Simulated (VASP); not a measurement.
# Sc5Mo (F-43m) in VASP: notebook

Sc5Mo is run at these levels: PBE; tasks: relaxation of cell and atoms, single point.

All numbers are computed with VASP 6.6.1; they aren't measurements. Logs are shortened: lines on timing, memory, paths and dates and some standing lists are left out, and cuts for length are marked.

## 1. The cell of the first run

Symmetry: F-43m, No. 216, cubic system. The conventional cell has a = 8.096 Å, b = 8.096 Å, c = 8.096 Å, α = 90.00°, β = 90.00°, γ = 90.00°. Sc (site symmetry 3m) has 1 Mo at 1.94 Å and 3 Sc at 2.55 Å within 2.6 Å. Sc (site symmetry -43m) has 12 Sc at 3.33 Å and 6 Mo at 4.05 Å within 4.4 Å. Within 2.6 Å of Mo (site symmetry -43m) lie 4 Sc at 1.94 Å.

## 2. Relaxation of cell and atoms, PBE

File INCAR:

```
SYSTEM = Sc5Mo
ALGO = Normal
EDIFF = 1E-6
EDIFFG = -0.04
ENCUT = 600
GGA = PE
IBRION = 2
ISIF = 3
ISMEAR = 0
LASPH = .True.
LCHARG = .False.
LREAL = .False.
LWAVE = .False.
NELM = 100
NSW = 90
PREC = Accurate
SIGMA = 0.1
```

File KPOINTS:

```
k-points
0
Gamma
  4 4 4
  0 0 0
```

File POSCAR:

```
Sc5Mo
1.0
    0.0000000000      4.0478122000      4.0478122000
    4.0478122000      0.0000000000      4.0478122000
    4.0478122000      4.0478122000      0.0000000000
Sc Mo
5 1
Direct
    0.3886810800      0.3886810800      0.3886810800
    0.3886810800      0.3886810800      0.8339567600
    0.3886810800      0.8339567600      0.3886810800
    0.8339567600      0.3886810800      0.3886810800
    0.7500000000      0.7500000000      0.7500000000
    0.2500000000      0.2500000000      0.2500000000
```

Potentials or basis: VASP PAW PBE potentials, release 64 (Sc_sv, Mo_sv).

Command:

```sh
$ cat potpaw_PBE.64/Sc_sv/POTCAR potpaw_PBE.64/Mo_sv/POTCAR > POTCAR
$ mpirun -np 1 vasp_std > vasp.out
```

OUTCAR:

```text
SYSTEM = Sc5Mo
   EDIFF = 1E-6
   EDIFFG = -0.04
   ENCUT = 600
   GGA = PE
   IBRION = 2
   ISIF = 3
   ISMEAR = 0
   LASPH = .True.
   LREAL = .False.
   NELM = 100
   NSW = 90
   PREC = Accurate

 ion  position               nearest neighbor table
   1  0.389  0.389  0.389-   6 1.94   3 2.55   4 2.55   2 2.55   2 3.18   3 3.18   4 3.18   5 3.33
                             5 3.33   5 3.33
   2  0.389  0.389  0.834-   6 1.94   3 2.55   4 2.55   1 2.55   1 3.18   3 3.18   4 3.18   5 3.33
                             5 3.33   5 3.33
   3  0.389  0.834  0.389-   6 1.94   2 2.55   4 2.55   1 2.55   1 3.18   2 3.18   4 3.18   5 3.33
                             5 3.33   5 3.33
   4  0.834  0.389  0.389-   6 1.94   2 2.55   3 2.55   1 2.55   2 3.18   3 3.18   1 3.18   5 3.33
                             5 3.33   5 3.33
   5  0.750  0.750  0.750-   2 3.33   3 3.33   2 3.33   4 3.33   3 3.33   4 3.33   1 3.33   1 3.33
                             1 3.33   2 3.33   3 3.33   4 3.33
   6  0.250  0.250  0.250-   1 1.94   2 1.94   3 1.94   4 1.94

  LATTYP: Found a face centered cubic cell.
 ALAT       =     8.0956244000

  Lattice vectors:

 A1 = (   0.0000000000,   4.0478122000,   4.0478122000)
 A2 = (   4.0478122000,   0.0000000000,   4.0478122000)
 A3 = (   4.0478122000,   4.0478122000,   0.0000000000)

Analysis of symmetry for initial positions (statically):
=====================================================================
 Subroutine PRICEL returns:
 Original cell was already a primitive cell.

 Routine SETGRP: Setting up the symmetry group for a
 face centered cubic supercell.

 Subroutine GETGRP returns: Found 24 space group operations
 (whereof 24 operations were pure point group operations)
 out of a pool of 48 trial point group operations.

The static configuration has the point symmetry T_d .

Analysis of symmetry for dynamics (positions and initial velocities):
=====================================================================
 Subroutine PRICEL returns:
 Original cell was already a primitive cell.

 Routine SETGRP: Setting up the symmetry group for a
 face centered cubic supercell.

 Subroutine GETGRP returns: Found 24 space group operations
 (whereof 24 operations were pure point group operations)
 out of a pool of 48 trial point group operations.

The dynamic configuration has the point symmetry T_d .

 Subroutine INISYM returns: Found 24 space group operations
 (whereof 24 operations are pure point group operations),
 and found     1 'primitive' translations

----------------------------------------------------------------------------------------

                                     Primitive cell

  volume of cell :     132.6451

  direct lattice vectors                    reciprocal lattice vectors
     0.000000000  4.047812200  4.047812200    -0.123523517  0.123523517  0.123523517
     4.047812200  0.000000000  4.047812200     0.123523517 -0.123523517  0.123523517
     4.047812200  4.047812200  0.000000000     0.123523517  0.123523517 -0.123523517

  length of vectors
     5.724470911  5.724470911  5.724470911     0.213949008  0.213949008  0.213949008

  position of ions in fractional coordinates (direct lattice)
     0.388681080  0.388681080  0.388681080
     0.388681080  0.388681080  0.833956760
     0.388681080  0.833956760  0.388681080
     0.833956760  0.388681080  0.388681080
     0.750000000  0.750000000  0.750000000
     0.250000000  0.250000000  0.250000000

  ion indices of the primitive-cell ions
   primitive index   ion index
                 1           1
                 2           2
                 3           3
                 4           4
                 5           5
                 6           6

----------------------------------------------------------------------------------------

 KPOINTS: k-points

Automatic generation of k-mesh.
 Grid dimensions read from file:
 generate k-points for:    4    4    4

 Generating k-lattice:

  Cartesian coordinates                     Fractional coordinates (reciprocal lattice)
    -0.030880879  0.030880879  0.030880879     0.250000000  0.000000000  0.000000000
     0.030880879 -0.030880879  0.030880879     0.000000000  0.250000000  0.000000000
     0.030880879  0.030880879 -0.030880879     0.000000000  0.000000000  0.250000000

  Length of vectors
     0.053487252  0.053487252  0.053487252

  Shift w.r.t. Gamma in fractional coordinates (k-lattice)
     0.000000000  0.000000000  0.000000000

 Subroutine IBZKPT returns following result:
 ===========================================

 Found      8 irreducible k-points:

 Following reciprocal coordinates:
            Coordinates               Weight
  0.000000  0.000000  0.000000      1.000000
  0.250000  0.000000  0.000000      8.000000
  0.500000  0.000000  0.000000      4.000000
  0.250000  0.250000  0.000000      6.000000
  0.500000  0.250000  0.000000     24.000000
 -0.250000  0.250000  0.000000     12.000000
  0.500000  0.500000  0.000000      3.000000
 -0.250000  0.500000  0.250000      6.000000
   k-points           NKPTS =      8   k-points in BZ     NKDIM =      8   number of bands    NBANDS=     41
   number of dos      NEDOS =    301   number of ions     NIONS =      6
   total plane-waves  NPLWV = 110592
   dimension x,y,z NGX =    48 NGY =   48 NGZ =   48
   dimension x,y,z NGXF=    96 NGYF=   96 NGZF=   96
   ions per type =               5   1
   NGX,Y,Z   is equivalent  to a cutoff of  13.94, 13.94, 13.94 a.u.
   NGXF,Y,Z  is equivalent  to a cutoff of  27.88, 27.88, 27.88 a.u.
 SYSTEM =  Sc5Mo
   PREC   = accura    normal or accurate (medium, high low for compatibility)
   ISTART =      0    job   : 0-new  1-cont  2-samecut
   ICHARG =      2    charge: 1-file 2-atom 10-const
   ISPIN  =      1    spin polarized calculation?
   LNONCOLLINEAR =      F non collinear calculations
   LSORBIT =      F    spin-orbit coupling
   LASPH  =      T    aspherical Exc in radial PAW
   ENCUT  =  600.0 eV  44.10 Ry    6.64 a.u.  11.43 11.43 11.43*2*pi/ulx,y,z
   NELM   =    100;   NELMIN=  2; NELMDL= -5     # of ELM steps
   EDIFF  = 0.1E-05   stopping-criterion for ELM
   LREAL  =      F    real-space projection
   EDIFFG = -.4E-01   stopping-criterion for IOM
   NSW    =     90    number of steps for IOM
   IBRION =      2    ionic relax: 0-MD 1-quasi-New 2-CG
   NFREE  =      1    steps in history (QN), initial steepest desc. (CG)
   ISIF   =      3    stress and relaxation
   ISYM   =      2    0-nonsym 1-usesym 2-fastsym
   POTIM  = 0.5000    time-step for ionic-motion
   TEBEG  =    0.0;   TEEND  =   0.0 temperature during run
   PSTRESS=    0.0 pullay stress
   NELECT =      69.0000    total number of electrons
   NUPDOWN=      -1.0000    fix difference up-down
   EMIN   =  10.00;   EMAX   =-10.00  energy-range for DOS
   EFERMI =   0.00;   METHOD = LEGACY
   ISMEAR =     0;   SIGMA  =   0.10  broadening in eV -4-tet -1-fermi 0-gaus
   EFERMI_NEDOS =   21; number of points for ismear=-14 and -15
   IALGO  =     38    algorithm
   IMIX   =      4    mixing-type and parameters
     AMIX     =   0.40;   BMIX     =  1.00
     AMIX_MAG =   1.60;   BMIX_MAG =  1.00
  volume/ion in A,a.u.               =      22.11       149.19
  Fermi-wavevector in a.u.,A,eV,Ry     =   1.316621  2.488053 23.585582  1.733491
  Thomas-Fermi vector in A             =   2.446720
   LORBIT       =      0    0 simple, 1 ext, 2 COOP (PROOUT), +10 PAW based schemes
   GGA     = PE    functional components
   LHFCALC =     F    Hartree Fock is set to
   AEXX    =    0.0000 exact exchange contribution
   IVDW    =     0    specifies the selected vdW correction
   LEPSILON=     F    determine dielectric tensor
   LRPA    =     F    only Hartree local field effects (RPA)
 conjugate gradient relaxation of ions
 non-spin polarized calculation
 Gauss-broadening in eV      SIGMA  =   0.10
  energy-cutoff  :      600.00
  volume of cell :      132.65
 maximum number of plane-waves:      4477
 NGX is ok and might be reduce to    48
   NGX = 23   NGY = 23   NGZ = 23

--------------------------------------- Ionic step        1  -------------------------------------------

 number of electron      69.0000005 magnetization

 Free energy of the ion-electron system (eV)
  ---------------------------------------------------
  ext. energy  EPLUGINS =         0.00000000
  ---------------------------------------------------
  free energy    TOTEN  =       -27.77975941 eV

  energy without entropy =      -27.74299389  energy(sigma->0) =      -27.76137665

 E-fermi :   4.4991     XC(G=0):  -9.9595

 val. band max:        4.4103650833   @ k =   0.2500   0.0000   0.0000
 cond. band min:       4.5638681456   @ k =   0.5000   0.2500   0.0000
 fundamental gap:      0.1535030623
 Fermi energy:         4.4990535679

 k-point     1 :       0.0000    0.0000    0.0000
  band No.  band energies     occupation
      1     -56.5623      2.00000
      2     -45.3699      2.00000
      3     -44.2368      2.00000
      4     -44.2368      2.00000
      5     -44.2368      2.00000
      6     -44.1800      2.00000
[... 33 lines left out ...]
     40       6.1975      0.00000
     41       6.1975      0.00000

 k-point     2 :       0.2500    0.0000    0.0000
  band No.  band energies     occupation
      1     -56.5619      2.00000
      2     -45.3698      2.00000
      3     -44.3998      2.00000
      4     -44.2369      2.00000
      5     -44.2369      2.00000
      6     -44.0106      2.00000
[... 470 lines left out ...]
 VOLUME and BASIS-vectors are now :
 -----------------------------------------------------------------------------
  energy-cutoff  :      600.00
  volume of cell :      220.50
      direct lattice vectors                 reciprocal lattice vectors
    -0.000000000  4.795041983  4.795041983    -0.104274374  0.104274374  0.104274374
     4.795041983 -0.000000000  4.795041983     0.104274374 -0.104274374  0.104274374
     4.795041983  4.795041983 -0.000000000     0.104274374  0.104274374 -0.104274374

 POSITION                                       TOTAL-FORCE (eV/Angst)
 -----------------------------------------------------------------------------------
      3.72506      3.72506      3.72506        -0.270359     -0.270359     -0.270359
      5.86502      5.86502      3.72506         0.270359      0.270359     -0.270359
      5.86502      3.72506      5.86502         0.270359     -0.270359      0.270359
      3.72506      5.86502      5.86502        -0.270359      0.270359      0.270359
      7.19256      7.19256      7.19256         0.000000      0.000000      0.000000
      2.39752      2.39752      2.39752         0.000000      0.000000      0.000000
 -----------------------------------------------------------------------------------
    total drift:                                0.000001      0.000001      0.000001

  FREE ENERGIE OF THE ION-ELECTRON SYSTEM (eV)
  ---------------------------------------------------
  free  energy   TOTEN  =       -34.4259976921 eV

  energy  without entropy=      -34.3556943998  energy(sigma->0) =      -34.39084605

--------------------------------------- Ionic step        6  -------------------------------------------

 number of electron      69.0000005 magnetization

 Free energy of the ion-electron system (eV)
  ---------------------------------------------------
  ext. energy  EPLUGINS =         0.00000000
  ---------------------------------------------------
  free energy    TOTEN  =       -34.47752540 eV

  energy without entropy =      -34.41096098  energy(sigma->0) =      -34.44424319

 E-fermi :   1.9852     XC(G=0):  -8.1223

 val. band max:        1.9662922461   @ k =   0.2500   0.0000   0.0000
 cond. band min:       1.9958371754   @ k =  -0.2500   0.2500   0.0000
 fundamental gap:      0.0295449293
 Fermi energy:         1.9852153799

 k-point     1 :       0.0000    0.0000    0.0000
  band No.  band energies     occupation
      1     -57.9735      2.00000
      2     -49.0317      2.00000
      3     -47.6329      2.00000
      4     -47.6189      2.00000
      5     -47.6189      2.00000
      6     -47.6189      2.00000
[... 33 lines left out ...]
     40       2.7844      0.00000
     41       2.7844      0.00000

 k-point     2 :       0.2500    0.0000    0.0000
  band No.  band energies     occupation
      1     -57.9735      2.00000
      2     -49.0316      2.00000
      3     -47.6519      2.00000
      4     -47.6188      2.00000
      5     -47.6188      2.00000
      6     -47.5996      2.00000
[... 302 lines left out ...]
  FORCE on cell =-STRESS in cart. coord.  units (eV):
  Direction    XX          YY          ZZ          XY          YZ          ZX
  --------------------------------------------------------------------------------------
  -------------------------------------------------------------------------------------
  Total        0.1429742      0.1429742      0.1429742      0.0000000      0.0000000      0.0000000
  in kB        1.0817016      1.0817016      1.0817016      0.0000000      0.0000000      0.0000000
  external PRESSURE =       1.0817016 kB  Pullay stress =       0.0000000 kB

 VOLUME and BASIS-vectors are now :
 -----------------------------------------------------------------------------
  energy-cutoff  :      600.00
  volume of cell :      211.77
      direct lattice vectors                 reciprocal lattice vectors
    -0.000000000  4.730898213  4.730898213    -0.105688175  0.105688175  0.105688175
     4.730898213  0.000000000  4.730898213     0.105688175 -0.105688175  0.105688175
     4.730898213  4.730898213 -0.000000000     0.105688175  0.105688175 -0.105688175

 POSITION                                       TOTAL-FORCE (eV/Angst)
 -----------------------------------------------------------------------------------
      3.66430      3.66430      3.66430         0.005486      0.005486      0.005486
      5.79750      5.79750      3.66430        -0.005486     -0.005486      0.005486
      5.79750      3.66430      5.79750        -0.005486      0.005486     -0.005486
      3.66430      5.79750      5.79750         0.005486     -0.005486     -0.005486
      7.09635      7.09635      7.09635        -0.000000     -0.000000     -0.000000
      2.36545      2.36545      2.36545        -0.000000     -0.000000     -0.000000
 -----------------------------------------------------------------------------------
    total drift:                                0.000001      0.000001      0.000001

  FREE ENERGIE OF THE ION-ELECTRON SYSTEM (eV)
  ---------------------------------------------------
  free  energy   TOTEN  =       -34.4775253977 eV

  energy  without entropy=      -34.4109609797  energy(sigma->0) =      -34.44424319

 reached required accuracy - stopping structural energy minimisation
```

It took 9.5 min on 1 thread of Intel Xeon Platinum 8259CL at 2.50GHz (Skylake/Cascade Lake), shared host; peak memory 0.36 GiB.

Results:

```
Free energy                            : -34.4775 eV
Relaxed volume                         : 35.29 Å³/atom
Relaxed cell                           : a = 6.691 Å, b = 6.691 Å, c = 6.691 Å, α = 60.00°, β = 60.00°, γ = 60.00°
Space group after relaxing (to 0.05 Å) : F-43m (No. 216)
Energy gained by relaxing              : 1116.3 meV/atom
Ionic steps                            : 6
Pressure after relaxing                : 0.1 GPa
Largest force after relaxing           : 0.010 eV/Å
```

Forces in eV/Å, atoms in the order of the input:
```
Sc   0.005  0.005  0.005
Sc  -0.005 -0.005  0.005
Sc  -0.005  0.005 -0.005
Sc   0.005 -0.005 -0.005
Sc   0.000  0.000  0.000
Mo   0.000  0.000  0.000
```

Step by step:
| step | energy change (eV) | largest force (eV/Å) | pressure (GPa) | volume (Å³) |
| --- | --- | --- | --- | --- |
| 1 | 0.0000 | 4.3501 | 41.48 | 132.65 |
| 2 | -3.2403 | 3.2722 | -3.95 | 275.64 |
| 3 | -5.5217 | 3.2553 | 2.99 | 191.90 |
| 4 | -6.6315 | 0.7123 | -0.97 | 217.18 |
| 5 | -6.6462 | 0.4683 | -1.27 | 220.50 |
| 6 | -6.6978 | 0.0095 | 0.11 | 211.77 |

Final structure:
```yaml
crystal:
  lattice:
    - [0.00000, 4.73090, 4.73090]
    - [4.73090, 0.00000, 4.73090]
    - [4.73090, 4.73090, 0.00000]
  atoms:
    - { symbol: Sc, position: [0.38727, 0.38727, 0.38727] }
    - { symbol: Sc, position: [0.38727, 0.38727, 0.83818] }
    - { symbol: Sc, position: [0.38727, 0.83818, 0.38727] }
    - { symbol: Sc, position: [0.83818, 0.38727, 0.38727] }
    - { symbol: Sc, position: [0.75000, 0.75000, 0.75000] }
    - { symbol: Mo, position: [0.25000, 0.25000, 0.25000] }
```

Caveat: the volume moved by over 15 % at a fixed basis, so the end points are rough.

## 3. Single point, PBE, collinear spin, ferromagnetic start

This run uses another cell than the first one, of 34.86 Å³/atom, 1.577 times its volume.

File INCAR:

```
SYSTEM = Sc5Mo
  PREC = Accurate
  ENCUT = 520
  EDIFF = 1E-6
  ISMEAR = 0
  SIGMA = 0.1
  LREAL = .FALSE.
  LASPH = .TRUE.
  NELM = 150
  ALGO = Normal
  ISIF = 2
  LWAVE = .FALSE.
  LCHARG = .FALSE.
  ISPIN = 2
  MAGMOM = 1 1 1 1 1 1
  LORBIT = 11
  LMAXMIX = 4
  GGA = PE
  NBANDS = 48
```

File KPOINTS:

```
Automatic mesh
0
G
  4 4 4
  0 0 0
```

File POSCAR:

```
Sc5Mo
1.0
    0.0000000000      4.7111889300      4.7111889300
    4.7111889300      0.0000000000      4.7111889300
    4.7111889300      4.7111889300      0.0000000000
Sc Mo
5 1
Direct
    0.6131748316      0.1604755053      0.6131748316
    0.6131748316      0.6131748316      0.6131748316
    0.1604755053      0.6131748316      0.6131748316
    0.6131748316      0.6131748316      0.1604755053
    0.2500000000      0.2500000000      0.2500000000
    0.7500000000      0.7500000000      0.7500000000
```

Potentials or basis: VASP PAW PBE potentials, release 64 (Sc_sv, Mo_sv).

Command:

```sh
$ cat potpaw_PBE.64/Sc_sv/POTCAR potpaw_PBE.64/Mo_sv/POTCAR > POTCAR
$ mpirun -np 1 vasp_std > vasp.out
```

It took 6 min on 1 thread of Intel Xeon Platinum 8259CL at 2.50GHz (Skylake/Cascade Lake), shared host; peak memory 0.49 GiB.

The run converged. Its results:

| Item | Value |
| --- | --- |
| Free energy | -34.4944 eV |
| Pressure | 0.7 GPa |
| Largest force | 0.207 eV/Å |
| Net moment | 0.66 μB per cell |
| Site moments | Sc +0.04, +0.21; Mo +0.01 μB |
| Valence electrons inside the program's atomic spheres | Sc 9.63, 9.07; Mo 13.32 |

Forces on the atoms (eV/Å):
```
Sc   0.120 -0.120  0.120
Sc  -0.120 -0.120 -0.120
Sc  -0.120  0.120  0.120
Sc   0.120  0.120 -0.120
Sc   0.000  0.000  0.000
Mo   0.000  0.000  0.000
```

Levels at points of the mesh, in eV from the Fermi level:
Spin up:
```tsv
k point	band 31	band 32	band 33	band 34	band 35	band 36	band 37	band 38	band 39	band 40
(0.00, 0.00, 0.00)	-1.10	-0.49	-0.49	-0.49	-0.13	-0.13	-0.13	0.52	0.52	0.79
(0.50, 0.00, 0.00)	-1.73	-0.76	-0.63	-0.63	0.04	0.04	0.29	0.56	0.56	0.77
(0.50, 0.50, 0.00)	-1.83	-0.92	-0.82	-0.82	-0.11	0.37	0.37	0.57	0.60	0.68
```
Spin down:
```tsv
k point	band 32	band 33	band 34	band 35	band 36	band 37
(0.00, 0.00, 0.00)	-0.40	-0.40	-0.40	-0.04	-0.04	-0.04
(0.50, 0.00, 0.00)	-0.68	-0.55	-0.55	0.16	0.16	0.39
(0.50, 0.50, 0.00)	-0.83	-0.74	-0.74	0.03	0.51	0.51
```
